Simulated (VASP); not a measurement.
Crystal: Au.

```
Au
1.0
    -1.65727    1.65727    1.65727
     1.65727   -1.65727    1.65727
     1.65727    1.65727   -1.65727
Au
1
Direct
  0.00000 0.00000 0.00000
```

- Program: VASP 6.6.1
- Task: relaxation of cell and atoms
- Functional: RPBE
- Dispersion: D4
- Potentials or basis: VASP PAW PBE potentials, release 64 (Au)
- Cutoff: 600 eV
- k mesh: 11 × 11 × 11
- Occupations: fermi-dirac, width 0.05 eV
- Spin: no spin polarisation

At the start: pressure -6.9 GPa; volume 18.21 Å³/atom.

Problem. How do energy, volume and symmetry change on relaxing?

Solution. Over 4 steps the energy falls by 21.4 meV/atom and the volume is 17.27 Å³/atom (-5.2 %); space group Im-3m (No. 229, to 0.05 Å).

The path:
```csv
step,energy change (eV),largest force (eV/Å),pressure (GPa),volume (Å³)
1,0.0000,0.0000,-6.90,18.21
2,0.0149,0.0000,11.84,16.22
3,-0.0214,0.0000,-0.09,17.29
4,-0.0214,0.0000,0.08,17.27
```

Final structure:
```
Au
1.0
    -1.62831    1.62831    1.62831
     1.62831   -1.62831    1.62831
     1.62831    1.62831   -1.62831
Au
1
Direct
  0.00000 0.00000 0.00000
```

Caveat: the PAW data sets were made with another functional, which shifts forces and pressure a little; pairwise dispersion overbinds metals, which lowers pressure and volume.
